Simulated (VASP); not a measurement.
# Cd4InO (P6/mmm) in VASP: a series of runs

Cd4InO is run at these levels: PBE; tasks: relaxation of cell and atoms, single point.

Everything below comes from runs of VASP 6.6.1. Logs are shortened: lines on timing, memory, paths and dates and some standing lists are left out, and cuts for length are marked.

## 1. The cell of the first run

Symmetry: P6/mmm, No. 191, hexagonal system. The conventional cell has a = 4.814 Å, b = 4.814 Å, c = 6.733 Å, α = 90.00°, β = 90.00°, γ = 120.00°. Cd (site symmetry 3m) has 5 Cd at 2.78 to 3.77 Å and 3 O at 3.15 Å and 3 In at 3.36 Å within 3.8 Å. In (site symmetry 6/mmm) has 12 Cd at 3.36 Å and 2 O at 3.37 Å within 4.4 Å. O (site symmetry 6/mmm) has 12 Cd at 3.15 Å and 2 In at 3.37 Å within 4.1 Å.

The cell was generated, and may not be a known phase.

## 2. Relaxation of cell and atoms, PBE

INCAR reads:

```
SYSTEM = Cd4InO
PREC = Accurate
ENCUT = 600
EDIFF = 1E-7
ISMEAR = 0
SIGMA = 0.1
LREAL = .FALSE.
LASPH = .TRUE.
NELM = 80
ALGO = Normal
ISIF = 3
LWAVE = .FALSE.
LCHARG = .FALSE.
GGA = PE
IBRION = 2
NSW = 90
EDIFFG = -0.04
```

KPOINTS reads:

```
Automatic mesh
0
G
  6 6 4
  0 0 0
```

POSCAR reads:

```
Cd4InO
1.0
    4.8141694923      0.0000000000      0.0000000000
   -2.4070847462      4.1691930785      0.0000000000
    0.0000000000      0.0000000000      6.7328557172
Cd In O
4 1 1
Direct
    0.3333333333      0.6666666667      0.7800018203
    0.3333333333      0.6666666667      0.2199981797
    0.6666666667      0.3333333333      0.7800018203
    0.6666666667      0.3333333333      0.2199981797
    0.0000000000      0.0000000000      0.5000000000
    0.0000000000      0.0000000000      0.0000000000
```

Potentials or basis: VASP PAW PBE potentials, release 64 (Cd, In_d, O).

Started as:

```sh
cat potpaw_PBE.64/Cd/POTCAR potpaw_PBE.64/In_d/POTCAR potpaw_PBE.64/O/POTCAR > POTCAR
mpirun -np 1 vasp_std > vasp.out
```

OUTCAR:

```text
SYSTEM = Cd4InO
   PREC = Accurate
   ENCUT = 600
   EDIFF = 1E-7
   ISMEAR = 0
   LREAL = .FALSE.
   LASPH = .TRUE.
   NELM = 80
   ISIF = 3
   GGA = PE
   IBRION = 2
   NSW = 90
   EDIFFG = -0.04

 ion  position               nearest neighbor table
   1  0.333  0.667  0.780-   3 2.78   3 2.78   3 2.78   2 2.96   5 3.36   5 3.36   5 3.36   2 3.77

   2  0.333  0.667  0.220-   4 2.78   4 2.78   4 2.78   1 2.96   5 3.36   5 3.36   5 3.36   1 3.77

   3  0.667  0.333  0.780-   1 2.78   1 2.78   1 2.78   4 2.96   5 3.36   5 3.36   5 3.36   4 3.77

   4  0.667  0.333  0.220-   2 2.78   2 2.78   2 2.78   3 2.96   5 3.36   5 3.36   5 3.36   3 3.77

   5  0.000  0.000  0.500-   1 3.36   2 3.36   3 3.36   4 3.36   3 3.36   4 3.36   1 3.36   2 3.36
                             3 3.36   4 3.36   1 3.36   2 3.36
   6  0.000  0.000  0.000-

  LATTYP: Found a hexagonal cell.
 ALAT       =     4.8141694923
 C/A-ratio  =     1.3985497868

  Lattice vectors:

 A1 = (   4.8141694923,   0.0000000000,   0.0000000000)
 A2 = (  -2.4070847462,   4.1691930785,   0.0000000000)
 A3 = (   0.0000000000,   0.0000000000,   6.7328557172)

Analysis of symmetry for initial positions (statically):
=====================================================================
 Subroutine PRICEL returns:
 Original cell was already a primitive cell.

 Routine SETGRP: Setting up the symmetry group for a
 hexagonal supercell.

 Subroutine GETGRP returns: Found 24 space group operations
 (whereof 24 operations were pure point group operations)
 out of a pool of 24 trial point group operations.

The static configuration has the point symmetry D_6h.

Analysis of symmetry for dynamics (positions and initial velocities):
=====================================================================
 Subroutine PRICEL returns:
 Original cell was already a primitive cell.

 Routine SETGRP: Setting up the symmetry group for a
 hexagonal supercell.

 Subroutine GETGRP returns: Found 24 space group operations
 (whereof 24 operations were pure point group operations)
 out of a pool of 24 trial point group operations.

The dynamic configuration has the point symmetry D_6h.

 Subroutine INISYM returns: Found 24 space group operations
 (whereof 24 operations are pure point group operations),
 and found     1 'primitive' translations

----------------------------------------------------------------------------------------

                                     Primitive cell

  volume of cell :     135.1365

  direct lattice vectors                    reciprocal lattice vectors
     4.814169492  0.000000000  0.000000000     0.207720148  0.119927283  0.000000000
    -2.407084746  4.169193079  0.000000000     0.000000000  0.239854567  0.000000000
     0.000000000  0.000000000  6.732855717     0.000000000  0.000000000  0.148525387

  length of vectors
     4.814169492  4.814169492  6.732855717     0.239854567  0.239854567  0.148525387

  position of ions in fractional coordinates (direct lattice)
     0.333333333  0.666666667  0.780001820
     0.333333333  0.666666667  0.219998180
     0.666666667  0.333333333  0.780001820
     0.666666667  0.333333333  0.219998180
     0.000000000  0.000000000  0.500000000
     0.000000000  0.000000000  0.000000000

  ion indices of the primitive-cell ions
   primitive index   ion index
                 1           1
                 2           2
                 3           3
                 4           4
                 5           5
                 6           6

----------------------------------------------------------------------------------------

 KPOINTS: Automatic mesh

Automatic generation of k-mesh.
 Grid dimensions read from file:
 generate k-points for:    6    6    4

 Generating k-lattice:

  Cartesian coordinates                     Fractional coordinates (reciprocal lattice)
     0.034620025  0.019987881  0.000000000     0.166666667  0.000000000  0.000000000
     0.000000000  0.039975761  0.000000000     0.000000000  0.166666667  0.000000000
     0.000000000  0.000000000  0.037131347     0.000000000  0.000000000  0.250000000

  Length of vectors
     0.039975761  0.039975761  0.037131347

  Shift w.r.t. Gamma in fractional coordinates (k-lattice)
     0.000000000  0.000000000  0.000000000

 Subroutine IBZKPT returns following result:
 ===========================================

 Found     21 irreducible k-points:

 Following reciprocal coordinates:
            Coordinates               Weight
  0.000000  0.000000  0.000000      1.000000
  0.166667  0.000000  0.000000      6.000000
  0.333333  0.000000  0.000000      6.000000
  0.500000  0.000000  0.000000      3.000000
  0.166667  0.166667  0.000000      6.000000
  0.333333  0.166667  0.000000     12.000000
[... 13 lines left out ...]
  0.333333  0.166667  0.500000     12.000000
  0.333333  0.333333  0.500000      2.000000
   k-points           NKPTS =     21   k-points in BZ     NKDIM =     21   number of bands    NBANDS=     40
   number of dos      NEDOS =    301   number of ions     NIONS =      6
   total plane-waves  NPLWV =  86400
   dimension x,y,z NGX =    40 NGY =   40 NGZ =   54
   dimension x,y,z NGXF=    80 NGYF=   80 NGZF=  108
   ions per type =               4   1   1
   NGX,Y,Z   is equivalent  to a cutoff of  13.81, 13.81, 13.33 a.u.
   NGXF,Y,Z  is equivalent  to a cutoff of  27.63, 27.63, 26.67 a.u.
 SYSTEM =  Cd4InO
   PREC   = accura    normal or accurate (medium, high low for compatibility)
   ISTART =      0    job   : 0-new  1-cont  2-samecut
   ICHARG =      2    charge: 1-file 2-atom 10-const
   ISPIN  =      1    spin polarized calculation?
   LNONCOLLINEAR =      F non collinear calculations
   LSORBIT =      F    spin-orbit coupling
   LASPH  =      T    aspherical Exc in radial PAW
   ENCUT  =  600.0 eV  44.10 Ry    6.64 a.u.   9.62  9.62 13.45*2*pi/ulx,y,z
   NELM   =     80;   NELMIN=  2; NELMDL= -5     # of ELM steps
   EDIFF  = 0.1E-06   stopping-criterion for ELM
   LREAL  =      F    real-space projection
   EDIFFG = -.4E-01   stopping-criterion for IOM
   NSW    =     90    number of steps for IOM
   IBRION =      2    ionic relax: 0-MD 1-quasi-New 2-CG
   NFREE  =      1    steps in history (QN), initial steepest desc. (CG)
   ISIF   =      3    stress and relaxation
   ISYM   =      2    0-nonsym 1-usesym 2-fastsym
   POTIM  = 0.5000    time-step for ionic-motion
   TEBEG  =    0.0;   TEEND  =   0.0 temperature during run
   PSTRESS=    0.0 pullay stress
   NELECT =      67.0000    total number of electrons
   NUPDOWN=      -1.0000    fix difference up-down
   EMIN   =  10.00;   EMAX   =-10.00  energy-range for DOS
   EFERMI =   0.00;   METHOD = LEGACY
   ISMEAR =     0;   SIGMA  =   0.10  broadening in eV -4-tet -1-fermi 0-gaus
   EFERMI_NEDOS =   21; number of points for ismear=-14 and -15
   IALGO  =     38    algorithm
   IMIX   =      4    mixing-type and parameters
     AMIX     =   0.40;   BMIX     =  1.00
     AMIX_MAG =   1.60;   BMIX_MAG =  1.00
  volume/ion in A,a.u.               =      22.52       151.99
  Fermi-wavevector in a.u.,A,eV,Ry     =   1.295713  2.448543 22.842448  1.678873
  Thomas-Fermi vector in A             =   2.427215
   LORBIT       =      0    0 simple, 1 ext, 2 COOP (PROOUT), +10 PAW based schemes
   GGA     = PE    functional components
   LHFCALC =     F    Hartree Fock is set to
   AEXX    =    0.0000 exact exchange contribution
   IVDW    =     0    specifies the selected vdW correction
   LEPSILON=     F    determine dielectric tensor
   LRPA    =     F    only Hartree local field effects (RPA)
 conjugate gradient relaxation of ions
 non-spin polarized calculation
 Gauss-broadening in eV      SIGMA  =   0.10
  energy-cutoff  :      600.00
  volume of cell :      135.14
 maximum number of plane-waves:      4551
 NGX is ok and might be reduce to    40
   NGX = 19   NGY = 19   NGZ = 27

--------------------------------------- Ionic step        1  -------------------------------------------

 number of electron      66.9999998 magnetization

 Free energy of the ion-electron system (eV)
  ---------------------------------------------------
  ext. energy  EPLUGINS =         0.00000000
  ---------------------------------------------------
  free energy    TOTEN  =        -9.38869021 eV

  energy without entropy =       -9.37496413  energy(sigma->0) =       -9.38182717

------------------------ aborting loop because EDIFF is reached ----------------------------------------

  FORCE on cell =-STRESS in cart. coord.  units (eV):
  Direction    XX          YY          ZZ          XY          YZ          ZX
  --------------------------------------------------------------------------------------
  -------------------------------------------------------------------------------------
  Total        0.7566362      0.7566362     -0.6004198     -0.0000000     -0.0000000      0.0000000
  in kB        8.9706725      8.9706725     -7.1185717     -0.0000000     -0.0000000      0.0000000
  external PRESSURE =       3.6075911 kB  Pullay stress =       0.0000000 kB
[... 101 lines left out ...]
  FREE ENERGIE OF THE ION-ELECTRON SYSTEM (eV)
  ---------------------------------------------------
  free  energy   TOTEN  =        -9.4016639960 eV

  energy  without entropy=       -9.3880934821  energy(sigma->0) =       -9.39487874

[... ionic steps 4 to 14 ...]

--------------------------------------- Ionic step       15  -------------------------------------------

 number of electron      66.9999993 magnetization

------------------------ aborting loop because EDIFF is reached ----------------------------------------

  FORCE on cell =-STRESS in cart. coord.  units (eV):
  Direction    XX          YY          ZZ          XY          YZ          ZX
  --------------------------------------------------------------------------------------
  -------------------------------------------------------------------------------------
  Total       -0.4666479     -0.4666479      0.2409394      0.0000000     -0.0000000     -0.0000000
  in kB       -5.6064869     -5.6064869      2.8947380      0.0000000     -0.0000000     -0.0000000
  external PRESSURE =      -2.7727453 kB  Pullay stress =       0.0000000 kB
[... 65 lines left out ...]
  energy  without entropy=       -9.4766165662  energy(sigma->0) =       -9.48268604

--------------------------------------- Ionic step       17  -------------------------------------------

 number of electron      66.9999997 magnetization

 Free energy of the ion-electron system (eV)
  ---------------------------------------------------
  ext. energy  EPLUGINS =         0.00000000
  ---------------------------------------------------
  free energy    TOTEN  =        -9.49208170 eV

  energy without entropy =       -9.47925683  energy(sigma->0) =       -9.48566927

 E-fermi :   2.7026     XC(G=0): -10.3835

 val. band max:        2.6636743833   @ k =   0.5000   0.0000   0.5000
 cond. band min:       2.8113351395   @ k =   0.3333   0.0000   0.2500
 fundamental gap:      0.1476607562
 Fermi energy:         2.7026371759

 k-point     1 :       0.0000    0.0000    0.0000
  band No.  band energies     occupation
      1     -12.9166      2.00000
      2     -11.6461      2.00000
      3     -11.6461      2.00000
      4     -11.5893      2.00000
      5     -11.5893      2.00000
      6     -11.4987      2.00000
[... 925 lines left out ...]
  FREE ENERGIE OF THE ION-ELECTRON SYSTEM (eV)
  ---------------------------------------------------
  free  energy   TOTEN  =        -9.4920817032 eV

  energy  without entropy=       -9.4792568342  energy(sigma->0) =       -9.48566927

 reached required accuracy - stopping structural energy minimisation
```

Wall time 18 min (1 thread of AMD EPYC 9R45 (Zen 5), shared host); peak memory 0.34 GiB.

Results:

```
Free energy                           : -9.4921 eV
Relaxed volume                        : 22.04 Å³/atom
Relaxed cell                          : a = 5.062 Å, b = 5.062 Å, c = 5.957 Å, α = 90.00°, β = 90.00°, γ = 120.00°
Space group after relaxing (to 0.1 Å) : P6/mmm (No. 191)
Energy gained by relaxing             : 17.2 meV/atom
Ionic steps                           : 17
Pressure after relaxing               : 0.0 GPa
Largest force after relaxing          : 0.008 eV/Å
Band gap on the k mesh                : zero (an odd number of electrons rules out a gap without spin polarisation)
```

Forces on the atoms (eV/Å):
```
Cd   0.000  0.000  0.008
Cd   0.000  0.000 -0.008
Cd   0.000  0.000  0.008
Cd   0.000  0.000 -0.008
In   0.000  0.000  0.000
O    0.000  0.000  0.000
```

Step by step:
```
step  energy change (eV)  largest force (eV/Å)  pressure (GPa)  volume (Å³)
   1              0.0000                0.0136            0.36       135.14
   2             -0.0092                0.0123           -0.03       136.13
   3             -0.0130                0.0465           -0.47       137.34
   4             -0.0183                0.0726           -0.24       136.23
   5             -0.0248                0.1379            0.29       133.84
   6             -0.0161                0.3702            1.72       129.01
   7             -0.0260                0.1748            0.52       132.89
   8             -0.0264                0.2421            0.93       131.39
   9             -0.0278                0.2521            0.96       131.22
  10             -0.0314                0.2831            1.09       130.73
  11             -0.0350                0.3505            1.37       129.71
  12             -0.0446                0.3368            1.20       130.03
  13             -0.0688                0.2911            0.74       130.96
  14             -0.0949                0.1790           -0.05       132.76
  15             -0.0966                0.1329           -0.28       133.35
  16             -0.1001                0.0887           -0.21       133.01
  17             -0.1034                0.0085           -0.02       132.22
```

Final structure:
```
Cd In O
1.0
     5.06248    0.00000    0.00000
    -2.53124    4.38424    0.00000
     0.00000    0.00000    5.95718
Cd In O
4 1 1
Direct
  0.33333 0.66667 0.76204
  0.33333 0.66667 0.23796
  0.66667 0.33333 0.76204
  0.66667 0.33333 0.23796
  0.00000 0.00000 0.50000
  0.00000 0.00000 0.00000
```

Caveat: spin-orbit coupling is left out, which moves the levels of the heavy elements; an odd number of electrons without spin polarisation forces a metal; a magnetic or distorted state may lie lower.

## 3. Single point, PBE, collinear spin, ferromagnetic start

This run uses another cell than the first one, of 18.51 Å³/atom.

INCAR reads:

```
SYSTEM = Cd4InO
  PREC = Accurate
  ENCUT = 520
  EDIFF = 1E-6
  ISMEAR = 0
  SIGMA = 0.1
  LREAL = .False.
  LASPH = .True.
  NELM = 150
  ALGO = Normal
  ISIF = 2
  LWAVE = .False.
  LCHARG = .False.
  ISPIN = 2
  MAGMOM = 0 0 0 0 0 1
  LORBIT = 11
  GGA = PE
  NBANDS = 46
```

KPOINTS reads:

```
Automatic mesh
0
Gamma
  6 6 2
  0 0 0
```

POSCAR reads:

```
Cd4InO
1.0
    3.9805395000      0.0000000000      0.0000000000
   -1.9902697500      3.4472483200      0.0000000000
    0.0000000000      0.0000000000      8.0916966800
Cd In O
4 1 1
Direct
    0.3333333300      0.6666666700      0.7595900300
    0.3333333300      0.6666666700      0.2404099700
    0.6666666700      0.3333333300      0.7595900300
    0.6666666700      0.3333333300      0.2404099700
    0.0000000000      0.0000000000      0.5000000000
    0.0000000000      0.0000000000      0.0000000000
```

Potentials or basis: VASP PAW PBE potentials, release 64 (Cd, In_d, O).

Started as:

```sh
cat potpaw_PBE.64/Cd/POTCAR potpaw_PBE.64/In_d/POTCAR potpaw_PBE.64/O/POTCAR > POTCAR
mpirun -np 1 vasp_std > vasp.out
```

It took 94 s on 1 thread of AMD EPYC 9R45 (Zen 5), shared host; peak memory 0.28 GiB.

The run converged. Its results:

| Property | Result |
| --- | --- |
| Free energy | -2.9834 eV |
| Pressure | 38.8 GPa |
| Largest force | 1.011 eV/Å |
| Net moment | 0.00 μB per cell |
| Valence electrons inside the program's atomic spheres | Cd 10.68; In 11.43; O 4.75 |

Forces on the atoms (eV/Å):
```
Cd   0.000  0.000  1.011
Cd   0.000  0.000 -1.011
Cd   0.000  0.000  1.011
Cd   0.000  0.000 -1.011
In   0.000  0.000  0.000
O    0.000  0.000  0.000
```

Stress tensor (GPa, compression positive):
```
58.64  0.00  0.00
 0.00 58.64  0.00
 0.00  0.00 -0.85
```

Levels at points of the mesh, in eV from the Fermi level:
Spin up:
| k point | band 31 | band 32 | band 33 | band 34 | band 35 | band 36 |
| --- | --- | --- | --- | --- | --- | --- |
| (0.00, 0.00, 0.00) | -1.58 | -1.58 | 1.90 | 3.92 | 3.92 | 4.10 |
| (0.50, 0.00, 0.00) | -3.10 | -2.16 | -1.02 | -0.46 | 0.54 | 1.31 |
| (0.00, 0.00, 0.50) | -1.58 | -1.07 | -0.19 | 3.90 | 3.90 | 4.80 |
| (0.50, 0.00, 0.50) | -2.33 | -2.06 | -1.41 | 0.08 | 0.34 | 0.96 |
Spin down:
```tsv
k point	band 30	band 31	band 32	band 33	band 34	band 35	band 36	band 37
(0.00, 0.00, 0.00)	-2.32	-1.58	-1.58	1.90	3.92	3.92	4.10	4.43
(0.50, 0.00, 0.00)	-3.63	-3.10	-2.16	-1.02	-0.46	0.54	1.31	1.87
(0.00, 0.00, 0.50)	-1.58	-1.58	-1.07	-0.20	3.90	3.90	4.80	4.80
(0.50, 0.00, 0.50)	-4.08	-2.33	-2.06	-1.41	0.08	0.34	0.96	2.39
```

Caveat: the k points lie up to 0.39 Å⁻¹ apart; spin-orbit coupling is left out, which moves the levels of the heavy elements; forces of over 1 eV/Å act on the atoms, so gaps and moduli don't describe the material at rest.

The gap in the log of VASP goes by the Fermi energy; the results here count the filled bands.